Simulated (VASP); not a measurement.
A run of VASP 6.6.1 is set up as follows.

The input INCAR:

```
ALGO = Normal ; EDIFF = 1E-8
ENCUT = 520 ; GGA = PE
ISIF = 2 ; ISMEAR = -1
LASPH = T ; LCHARG = F
LEFG = T ; LREAL = F
LWAVE = F ; NBANDS = 19
NELM = 60 ; PREC = Accurate
SIGMA = 0.08
```

Contents of KPOINTS:

```
k-points
0
Gamma
  18 18 10
```

Contents of POSCAR:

```
Zn
1.0
    2.6094193137      0.0000000000      0.0000000000
   -1.3047096568      2.2598234148      0.0000000000
    0.0000000000      0.0000000000      5.1945815853
Zn
2
Direct
    0.3333333333      0.6666666667      0.2500000000
    0.6666666667      0.3333333333      0.7500000000
```

Potentials or basis: VASP PAW PBE potentials, release 64 (Zn).

Command:

```console
$ cat potpaw_PBE.64/Zn/POTCAR > POTCAR
$ mpirun -np 1 vasp_std > vasp.out
```

**Question.** Estimate the band gap on the k mesh.

**Answer.** Zero (bands 12 and 13 overlap by 5.56 eV).

**Question.** What does it give for the pressure?

**Answer.** 1.3 GPa.

Stress tensor (GPa, compression positive):
```
 2.35  0.00  0.00
 0.00  2.35  0.00
 0.00  0.00 -0.89
```

Caveat: without QUAD_EFG the Cq values of the log hold for a quadrupole moment of 1 mb, not for the nuclei.
